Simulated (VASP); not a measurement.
Crystal: HfB.

```
Hf B
1.0
     0.00000    2.39893    2.39893
     2.39893    0.00000    2.39893
     2.39893    2.39893    0.00000
Hf B
1 1
Direct
  0.50000 0.50000 0.50000
  0.00000 0.00000 0.00000
```

Base run:

* Program: VASP 6.6.1
* Functional: r2SCAN
* Potentials or basis: VASP PAW PBE potentials, release 64 (Hf_pv, B)
* Cutoff: 550 eV
* k mesh: 8 × 8 × 8
* Occupations: gaussian, width 0.05 eV
* Spin: no spin polarisation

Its results: band gap on the k mesh zero (an odd number of electrons rules out a gap without spin polarisation); pressure 2.9 GPa.

Question: The run is repeated on the same cell with these changes: dispersion from none to D3(BJ). What comes out?

Answer: Band gap on the k mesh zero (an odd number of electrons rules out a gap without spin polarisation); pressure 0.9 GPa.

Dispersion adds attraction, which lowers the pressure at fixed volume and, as a term added to the energy, leaves the levels alone.

Caveats: the PAW data sets were made with another functional, which shifts forces and pressure a little; spin-orbit coupling is left out, which moves the levels of the heavy elements; an odd number of electrons without spin polarisation forces a metal; a magnetic or distorted state may lie lower; three body term missing (at least some runs).
